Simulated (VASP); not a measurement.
# Hg in VASP: further runs

Hg is run at these levels: PBE; tasks: single point.

All numbers are computed with VASP 6.6.1; they aren't measurements. Logs are shortened: lines on timing, memory, paths and dates and some standing lists are left out, and cuts for length are marked.

**1. The cell of the first run**

The cell holds a sheet with vacuum, 2 atoms: a = 3.175 Å, b = 3.175 Å, c = 29.827 Å, α = 90.00°, β = 90.00°, γ = 90.00°.

The cell was generated, and may not be a known phase.

**2. Single point, PBE**

INCAR reads:

```
ALGO = Normal ; DIPOL = 0.5 0.5 0.302
EDIFF = 1E-7 ; ENCUT = 520
GGA = PE ; IDIPOL = 3
ISIF = 2 ; ISMEAR = 0
LASPH = True ; LCHARG = False
LDIPOL = True ; LREAL = False
LWAVE = False ; NBANDS = 19
NELM = 100 ; PREC = Accurate
SIGMA = 0.1
```

KPOINTS reads:

```
k-points
0
Gamma
  18 18 1
```

POSCAR reads:

```
Hg
1.0
    3.1746337432      0.0000000000      0.0000000000
    0.0000000000      3.1746337432      0.0000000000
    0.0000000000      0.0000000000     29.8274500000
Hg
2
Direct
    0.5000000000      0.5000000000      0.2470716397
    0.5000000000      0.5000000000      0.3563993603
```

Potentials or basis: VASP PAW PBE potentials, release 64 (Hg).

Command:

```bash
$ cat potpaw_PBE.64/Hg/POTCAR > POTCAR
$ mpirun -np 1 vasp_std > vasp.out
```

OUTCAR:

```text
EDIFF = 1E-7
   ENCUT = 520
   GGA = PE
   ISIF = 2
   ISMEAR = 0
   LASPH = True
   LREAL = False
   NELM = 100
   PREC = Accurate

 ion  position               nearest neighbor table
   1  0.500  0.500  0.247-   2 3.26
   2  0.500  0.500  0.356-   1 3.26

  LATTYP: Found a simple tetragonal cell.
 ALAT       =     3.1746337432
 C/A-ratio  =     9.3955562792

  Lattice vectors:

 A1 = (   3.1746337432,   0.0000000000,   0.0000000000)
 A2 = (   0.0000000000,   3.1746337432,   0.0000000000)
 A3 = (   0.0000000000,   0.0000000000,  29.8274500000)

Analysis of symmetry for initial positions (statically):
=====================================================================
 Subroutine PRICEL returns:
 Original cell was already a primitive cell.

 Routine SETGRP: Setting up the symmetry group for a
 simple tetragonal supercell.

 Subroutine GETGRP returns: Found 16 space group operations
 (whereof  8 operations were pure point group operations)
 out of a pool of 16 trial point group operations.

The static configuration has the point symmetry C_4v.
 The point group associated with its full space group is D_4h.

Analysis of symmetry for dynamics (positions and initial velocities):
=====================================================================
 Subroutine PRICEL returns:
 Original cell was already a primitive cell.

 Routine SETGRP: Setting up the symmetry group for a
 simple tetragonal supercell.

 Subroutine GETGRP returns: Found 16 space group operations
 (whereof  8 operations were pure point group operations)
 out of a pool of 16 trial point group operations.

The dynamic configuration has the point symmetry C_4v.
 The point group associated with its full space group is D_4h.

 Subroutine INISYM returns: Found 16 space group operations
 (whereof  8 operations are pure point group operations),
 and found     1 'primitive' translations

----------------------------------------------------------------------------------------

                                     Primitive cell

  volume of cell :     300.6100

  direct lattice vectors                    reciprocal lattice vectors
     3.174633743  0.000000000  0.000000000     0.314996967  0.000000000  0.000000000
     0.000000000  3.174633743  0.000000000     0.000000000  0.314996967  0.000000000
     0.000000000  0.000000000 29.827450000     0.000000000  0.000000000  0.033526165

  length of vectors
     3.174633743  3.174633743 29.827450000     0.314996967  0.314996967  0.033526165

  position of ions in fractional coordinates (direct lattice)
     0.500000000  0.500000000  0.247071640
     0.500000000  0.500000000  0.356399360

  ion indices of the primitive-cell ions
   primitive index   ion index
                 1           1
                 2           2

----------------------------------------------------------------------------------------

 KPOINTS: k-points

Automatic generation of k-mesh.
 Grid dimensions read from file:
 generate k-points for:   18   18    1

 Generating k-lattice:

  Cartesian coordinates                     Fractional coordinates (reciprocal lattice)
     0.017499831  0.000000000  0.000000000     0.055555556  0.000000000  0.000000000
     0.000000000  0.017499831  0.000000000     0.000000000  0.055555556  0.000000000
     0.000000000  0.000000000  0.033526165     0.000000000  0.000000000  1.000000000

  Length of vectors
     0.017499831  0.017499831  0.033526165

  Shift w.r.t. Gamma in fractional coordinates (k-lattice)
     0.000000000  0.000000000  0.000000000

 Subroutine IBZKPT returns following result:
 ===========================================

 Found     55 irreducible k-points:

 Following reciprocal coordinates:
            Coordinates               Weight
  0.000000  0.000000  0.000000      1.000000
  0.055556  0.000000  0.000000      4.000000
  0.111111  0.000000  0.000000      4.000000
  0.166667  0.000000  0.000000      4.000000
  0.222222  0.000000  0.000000      4.000000
  0.277778  0.000000  0.000000      4.000000
[... 16 lines left out ...]
  0.277778  0.111111  0.000000      8.000000
  0.333333  0.111111  0.000000      8.000000
 [... further k-points ...]
   k-points           NKPTS =     55   k-points in BZ     NKDIM =     55   number of bands    NBANDS=     19
   number of dos      NEDOS =    301   number of ions     NIONS =      2
   total plane-waves  NPLWV = 129024
   dimension x,y,z NGX =    24 NGY =   24 NGZ =  224
   dimension x,y,z NGXF=    48 NGYF=   48 NGZF=  448
   ions per type =               2
   NGX,Y,Z   is equivalent  to a cutoff of  12.57, 12.57, 12.48 a.u.
   NGXF,Y,Z  is equivalent  to a cutoff of  25.14, 25.14, 24.97 a.u.
 SYSTEM =  unknown system
   PREC   = accura    normal or accurate (medium, high low for compatibility)
   ISTART =      0    job   : 0-new  1-cont  2-samecut
   ICHARG =      2    charge: 1-file 2-atom 10-const
   ISPIN  =      1    spin polarized calculation?
   LNONCOLLINEAR =      F non collinear calculations
   LSORBIT =      F    spin-orbit coupling
   LASPH  =      T    aspherical Exc in radial PAW
   ENCUT  =  520.0 eV  38.22 Ry    6.18 a.u.   5.90  5.90 55.46*2*pi/ulx,y,z
   NELM   =    100;   NELMIN=  2; NELMDL= -5     # of ELM steps
   EDIFF  = 0.1E-06   stopping-criterion for ELM
   LREAL  =      F    real-space projection
   EDIFFG = 0.1E-05   stopping-criterion for IOM
   NSW    =      0    number of steps for IOM
   IBRION =     -1    ionic relax: 0-MD 1-quasi-New 2-CG
   NFREE  =      0    steps in history (QN), initial steepest desc. (CG)
   ISIF   =      2    stress and relaxation
   ISYM   =      2    0-nonsym 1-usesym 2-fastsym
   POTIM  = 0.5000    time-step for ionic-motion
   TEBEG  =    0.0;   TEEND  =   0.0 temperature during run
   PSTRESS=    0.0 pullay stress
   NELECT =      24.0000    total number of electrons
   NUPDOWN=      -1.0000    fix difference up-down
   EMIN   =  10.00;   EMAX   =-10.00  energy-range for DOS
   EFERMI =   0.00;   METHOD = LEGACY
   ISMEAR =     0;   SIGMA  =   0.10  broadening in eV -4-tet -1-fermi 0-gaus
   EFERMI_NEDOS =   21; number of points for ismear=-14 and -15
   IALGO  =     38    algorithm
   IMIX   =      4    mixing-type and parameters
     AMIX     =   0.40;   BMIX     =  1.00
     AMIX_MAG =   1.60;   BMIX_MAG =  1.00
  volume/ion in A,a.u.               =     150.30      1014.31
  Fermi-wavevector in a.u.,A,eV,Ry     =   0.704927  1.332119  6.761034  0.496922
  Thomas-Fermi vector in A             =   1.790301
   LORBIT       =      0    0 simple, 1 ext, 2 COOP (PROOUT), +10 PAW based schemes
   GGA     = PE    functional components
   LHFCALC =     F    Hartree Fock is set to
   AEXX    =    0.0000 exact exchange contribution
   IVDW    =     0    specifies the selected vdW correction
   LEPSILON=     F    determine dielectric tensor
   LRPA    =     F    only Hartree local field effects (RPA)
 non-spin polarized calculation
 Gauss-broadening in eV      SIGMA  =   0.10
  energy-cutoff  :      520.00
  volume of cell :      300.61
 maximum number of plane-waves:      8208
 NGX is ok and might be reduce to    24
   NGX = 11   NGY = 11   NGZ =111

 dipolmoment           0.000000      0.000000     -0.000000 electrons x Angstroem

 number of electron      24.0000004 magnetization

 dipolmoment           0.000000      0.000000      0.000000 electrons x Angstroem

 Free energy of the ion-electron system (eV)
  ---------------------------------------------------
  ext. energy  EPLUGINS =         0.00000000
  ---------------------------------------------------
  free energy    TOTEN  =        -0.18789348 eV

  energy without entropy =       -0.18354718  energy(sigma->0) =       -0.18572033

 E-fermi :  -2.7871     XC(G=0):  -2.3361

 val. band max:       -2.8385429677   @ k =   0.4444   0.0000   0.0000
 cond. band min:      -2.7837611140   @ k =   0.0556   0.0000   0.0000
 fundamental gap:      0.0547818537
 Fermi energy:        -2.7870563766

 k-point     1 :       0.0000    0.0000    0.0000
  band No.  band energies     occupation
      1     -10.1295      2.00000
      2     -10.0793      2.00000
      3     -10.0628      2.00000
      4      -9.9267      2.00000
      5      -9.3031      2.00000
      6      -9.0060      2.00000
[... 11 lines left out ...]
     18       2.0857      0.00000
     19       2.2413      0.00000

 k-point     2 :       0.0556    0.0000    0.0000
  band No.  band energies     occupation
      1     -10.1140      2.00000
      2     -10.0612      2.00000
      3     -10.0262      2.00000
      4      -9.8915      2.00000
      5      -9.2811      2.00000
      6      -9.0238      2.00000
[... 11 lines left out ...]
     18       2.1338      0.00000
     19       2.2870      0.00000

 k-point     3 :       0.1111    0.0000    0.0000
  band No.  band energies     occupation
      1     -10.0905      2.00000
      2     -10.0279      2.00000
      3      -9.9083      2.00000
      4      -9.7716      2.00000
      5      -9.2280      2.00000
      6      -9.0470      2.00000
[... 11 lines left out ...]
     18       2.2776      0.00000
     19       2.4237      0.00000

 k-point     4 :       0.1667    0.0000    0.0000
  band No.  band energies     occupation
      1     -10.0647      2.00000
      2      -9.9961      2.00000
      3      -9.7512      2.00000
      4      -9.5699      2.00000
      5      -9.2536      2.00000
      6      -8.9906      2.00000
[... 407 lines left out ...]
     18       2.3522      0.00000
     19       3.0364      0.00000

 k-point    23 :       0.2778    0.1111    0.0000
  band No.  band energies     occupation
      1      -9.8480      2.00000
      2      -9.7669      2.00000
      3      -9.5027      2.00000
      4      -9.4399      2.00000
      5      -9.1593      2.00000
      6      -9.0830      2.00000
[... 11 lines left out ...]
     18       2.6169      0.00000
     19       2.6303      0.00000

 k-point    24 :       0.3333    0.1111    0.0000
  band No.  band energies     occupation
      1      -9.8224      2.00000
      2      -9.7369      2.00000
      3      -9.5633      2.00000
      4      -9.3977      2.00000
      5      -9.2416      2.00000
      6      -9.1074      2.00000
[... 11 lines left out ...]
     18       3.1100      0.00000
     19       3.1364      0.00000

 [... further k-points ...]

------------------------ aborting loop because EDIFF is reached ----------------------------------------

 vacuum level on the upper side and lower side of the slab       (xc-potential included)        -0.006        -0.006

  FORCE on cell =-STRESS in cart. coord.  units (eV):
  Direction    XX          YY          ZZ          XY          YZ          ZX
  --------------------------------------------------------------------------------------
  -------------------------------------------------------------------------------------
  Total        0.0355421      0.0355421     -0.0002338      0.0000000      0.0000000      0.0000000
  in kB        0.1894307      0.1894307     -0.0012462      0.0000000      0.0000000      0.0000000
  external PRESSURE =       0.1258718 kB  Pullay stress =       0.0000000 kB

 VOLUME and BASIS-vectors are now :
 -----------------------------------------------------------------------------
  energy-cutoff  :      520.00
  volume of cell :      300.61
      direct lattice vectors                 reciprocal lattice vectors
     3.174633743  0.000000000  0.000000000     0.314996967  0.000000000  0.000000000
     0.000000000  3.174633743  0.000000000     0.000000000  0.314996967  0.000000000
     0.000000000  0.000000000 29.827450000     0.000000000  0.000000000  0.033526165

 POSITION                                       TOTAL-FORCE (eV/Angst)
 -----------------------------------------------------------------------------------
      1.58732      1.58732      7.36952         0.000000     -0.000000     -0.009130
      1.58732      1.58732     10.63048         0.000000      0.000000      0.009130
 -----------------------------------------------------------------------------------
    total drift:                                0.000000     -0.000000     -0.000023

  FREE ENERGIE OF THE ION-ELECTRON SYSTEM (eV)
  ---------------------------------------------------
  free  energy   TOTEN  =        -0.1878934754 eV

  energy  without entropy=       -0.1835471800  energy(sigma->0) =       -0.18572033

 vacuum level on the upper side and lower side of the slab         1.033         1.033
```

It took 4.6 min on 1 thread of Intel Xeon Platinum 8259CL at 2.50GHz (Skylake/Cascade Lake), shared host; peak memory 0.51 GiB.

Results:

* Free energy: -0.1879 eV
* Largest force: 0.009 eV/Å
* Band gap on the k mesh: zero (bands 12 and 13 overlap by 2.11 eV)

Forces in eV/Å, atoms in the order of the input:
```
Hg   0.000  0.000 -0.009
Hg   0.000  0.000  0.009
```

Levels at points of the mesh, in eV from the Fermi level:
```
           k point  band 9  band 10  band 11  band 12  band 13  band 14  band 15  band 16
(0.00, 0.00, 0.00)   -6.03    -5.87    -5.86    -4.70    -0.06     2.64     3.73     4.07
(0.50, 0.00, 0.00)   -5.98    -5.81    -2.71    -1.54    -0.55     0.64     2.83     5.95
(0.50, 0.50, 0.00)   -5.43    -5.42     0.24     1.56     2.18     2.18     3.38     3.38
```

Caveat: spin-orbit coupling is left out, which moves the levels of the heavy elements.

**3. Single point, PBE**

This run uses another cell than the first one.

INCAR reads:

```
SYSTEM = Hg
PREC     = Accurate       ! precision mode
ENCUT    = 520            ! plane-wave cutoff, eV
EDIFF    = 1E-7           ! SCF threshold, eV
ISMEAR   = 0              ! smearing method
SIGMA    = 0.1            ! smearing width, eV
LREAL    = .False.        ! projectors in reciprocal space
LASPH    = .True.         ! aspherical terms in the spheres
NELM     = 60             ! most SCF steps
ALGO     = Normal         ! electronic algorithm
ISIF     = 2              ! what is computed and relaxed
LWAVE    = .False.        ! write WAVECAR
LCHARG   = .True.         ! write CHGCAR
LDIPOL   = .True.       
IDIPOL   = 3            
DIPOL    = 0.5 0.5 0.302
GGA      = PE             ! functional
LELF     = .True.         ! ELF
LVHAR    = .True.       
LVACPOTAV= .True.       
NBANDS   = 19             ! bands
```

KPOINTS reads:

```
Automatic mesh
0
Gamma
  18 18 1
  0 0 0
```

POSCAR reads:

```
Hg
1.0
    3.1911230000      0.0000000000      0.0000000000
    0.0000000000      3.1911230000      0.0000000000
    0.0000000000      0.0000000000     29.8274500000
Hg
2
Direct
    0.5000000000      0.5000000000      0.2460500000
    0.5000000000      0.5000000000      0.3574210000
```

Potentials or basis: VASP PAW PBE potentials, release 64 (Hg).

Command:

```bash
$ cat potpaw_PBE.64/Hg/POTCAR > POTCAR
$ mpirun -np 1 vasp_std > vasp.out
```

OUTCAR:

```text
SYSTEM = Hg
   PREC = Accurate
   ENCUT = 520
   EDIFF = 1E-7
   ISMEAR = 0
   LREAL = .False.
   LASPH = .True.
   NELM = 60
   ISIF = 2
   GGA = PE

 ion  position               nearest neighbor table
   1  0.500  0.500  0.246-   2 3.32
   2  0.500  0.500  0.357-   1 3.32

  LATTYP: Found a simple tetragonal cell.
 ALAT       =     3.1911230000
 C/A-ratio  =     9.3470073075

  Lattice vectors:

 A1 = (   3.1911230000,   0.0000000000,   0.0000000000)
 A2 = (   0.0000000000,   3.1911230000,   0.0000000000)
 A3 = (   0.0000000000,   0.0000000000,  29.8274500000)

Analysis of symmetry for initial positions (statically):
=====================================================================
 Subroutine PRICEL returns:
 Original cell was already a primitive cell.

 Routine SETGRP: Setting up the symmetry group for a
 simple tetragonal supercell.

 Subroutine GETGRP returns: Found 16 space group operations
 (whereof  8 operations were pure point group operations)
 out of a pool of 16 trial point group operations.

The static configuration has the point symmetry C_4v.
 The point group associated with its full space group is D_4h.

Analysis of symmetry for dynamics (positions and initial velocities):
[... 166 lines left out ...]

 val. band max:       -2.7958080192   @ k =   0.4444   0.0000   0.0000
 cond. band min:      -2.7564126825   @ k =   0.0556   0.0000   0.0000
 fundamental gap:      0.0393953367
 Fermi energy:        -2.7682405118

 k-point     1 :       0.0000    0.0000    0.0000
  band No.  band energies     occupation
      1     -10.0811      2.00000
      2     -10.0376      2.00000
      3     -10.0019      2.00000
      4      -9.8836      2.00000
      5      -9.1907      2.00000
      6      -8.9839      2.00000
[... 505 lines left out ...]
      6      -9.0897      2.00000
[... 11 lines left out ...]
     18       3.0793      0.00000
     19       3.0944      0.00000

 [... further k-points ...]

------------------------ aborting loop because EDIFF is reached ----------------------------------------

  FORCE on cell =-STRESS in cart. coord.  units (eV):
  Direction    XX          YY          ZZ          XY          YZ          ZX
  --------------------------------------------------------------------------------------
  -------------------------------------------------------------------------------------
  Total        0.0226494      0.0226494     -0.0694450      0.0000000      0.0000000     -0.0000000
  in kB        0.1194713      0.1194713     -0.3663094      0.0000000      0.0000000     -0.0000000
  external PRESSURE =      -0.0424556 kB  Pullay stress =       0.0000000 kB

 VOLUME and BASIS-vectors are now :
 -----------------------------------------------------------------------------
  energy-cutoff  :      520.00
  volume of cell :      303.74
      direct lattice vectors                 reciprocal lattice vectors
     3.191123000  0.000000000  0.000000000     0.313369306  0.000000000  0.000000000
     0.000000000  3.191123000  0.000000000     0.000000000  0.313369306  0.000000000
     0.000000000  0.000000000 29.827450000     0.000000000  0.000000000  0.033526165

 POSITION                                       TOTAL-FORCE (eV/Angst)
 -----------------------------------------------------------------------------------
      1.59556      1.59556      7.33904         0.000000     -0.000000      0.011731
      1.59556      1.59556     10.66096         0.000000      0.000000     -0.011731
 -----------------------------------------------------------------------------------
    total drift:                                0.000000      0.000000      0.000016

  FREE ENERGIE OF THE ION-ELECTRON SYSTEM (eV)
  ---------------------------------------------------
  free  energy   TOTEN  =        -0.1881906332 eV

  energy  without entropy=       -0.1831474959  energy(sigma->0) =       -0.18566906

 vacuum level on the upper side and lower side of the slab         1.027         1.027
```

OSZICAR:

```text
N       E                     dE             d eps       ncg     rms          rms(c)
DAV:   1     0.177493803921E+03    0.17749E+03   -0.81756E+03  2090   0.912E+02
DAV:   2     0.920428082367E+01   -0.16829E+03   -0.15814E+03  2604   0.216E+02
DAV:   3    -0.158921933124E+00   -0.93632E+01   -0.93277E+01  2398   0.630E+01
[... 12 lines left out ...]
DAV:  16    -0.188188962222E+00   -0.94000E-06   -0.28167E-08  1929   0.630E-04    0.149E-04
DAV:  17    -0.188189989732E+00   -0.10275E-05   -0.44795E-08  1721   0.554E-04    0.572E-05
DAV:  18    -0.188190228345E+00   -0.23861E-06   -0.27049E-09  1792   0.116E-04    0.343E-05
DAV:  19    -0.188190548129E+00   -0.31978E-06   -0.66318E-09  1672   0.126E-04    0.270E-05
DAV:  20    -0.188190633188E+00   -0.85059E-07   -0.46785E-10  1751   0.418E-05
   1 F= -.18819063E+00 E0= -.18566906E+00  d E =-.504314E-02
```

Run time: 5.4 min. Hardware: 1 thread of Intel Xeon Platinum 8259CL at 2.50GHz (Skylake/Cascade Lake), shared host; peak memory 0.51 GiB.

Results:

```
Free energy            : -0.1882 eV
Largest force          : 0.012 eV/Å
Band gap on the k mesh : zero (bands 12 and 13 overlap by 1.91 eV)
```

Forces on the atoms (eV/Å):
```
Hg   0.000  0.000  0.012
Hg   0.000  0.000 -0.012
```

Caveat: spin-orbit coupling is left out, which moves the levels of the heavy elements.

The gap in the log of VASP goes by the Fermi energy; the results here count the filled bands.